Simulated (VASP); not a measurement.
Crystal: SnH2Br2.

```
Sn H Br
1.0
    -2.27857    2.27857    5.44865
     2.27857   -2.27857    5.44865
     2.27857    2.27857   -5.44865
Sn H Br
1 2 2
Direct
  0.00000 0.00000 0.00000
  0.75000 0.25000 0.50000
  0.25000 0.75000 0.50000
  0.64218 0.64218 0.00000
  0.35782 0.35782 0.00000
```

The cell was generated, and may not be a known phase.

* Program: VASP 6.6.1
* Task: relaxation of cell and atoms
* Functional: PBE
* Potentials or basis: VASP PAW PBE potentials, release 64 (Sn_d, H, Br)
* Cutoff: 600 eV
* k mesh: 6 × 6 × 6
* Occupations: gaussian, width 0.1 eV
* Spin: no spin polarisation

At the start: pressure -4.9 GPa; volume 22.63 Å³/atom.

Problem. Where does the relaxation end?

Solution. Over 17 steps the energy falls by 279.2 meV/atom and the volume is 18.87 Å³/atom (-16.6 %); space group I4/mmm (No. 139, to 0.1 Å) before and after.

The path:
```
step  energy change (eV)  largest force (eV/Å)  pressure (GPa)  volume (Å³)
   1              0.0000                0.9524           -4.89       113.16
   2             -0.4066                0.7630           -3.58       102.21
   3             -0.7048                0.4510           -0.30        89.00
   4             -0.7260                0.2898            1.95        83.76
   5             -0.7283                0.3374            1.27        85.11
   6             -0.8099                0.0393            0.87        85.60
   7             -0.8919                0.3469            0.60        86.30
   8             -0.9068                0.8232            2.54        86.76
   9             -1.0044                0.6563            1.27        89.97
  10             -1.1850                0.0180           -2.10        99.32
  11             -1.1948                0.2791           -3.28       103.39
  12             -1.1972                0.1570           -2.84       101.75
  13             -1.2592                0.3547           -3.07       102.46
  14             -1.2796                0.4754           -3.16       102.79
  15             -1.3570                0.3090           -1.97        99.07
  16             -1.3956                0.0724           -0.23        94.89
  17             -1.3961                0.0364            0.05        94.33
```

Final structure:
```
Sn H Br
1.0
    -1.71788    1.71788    7.99092
     1.71788   -1.71788    7.99092
     1.71788    1.71788   -7.99092
Sn H Br
1 2 2
Direct
  0.00000 0.00000 0.00000
  0.75000 0.25000 0.50000
  0.25000 0.75000 0.50000
  0.67350 0.67350 0.00000
  0.32650 0.32650 0.00000
```

Caveat: the volume moved by over 15 % at a fixed basis, so the end points are rough.
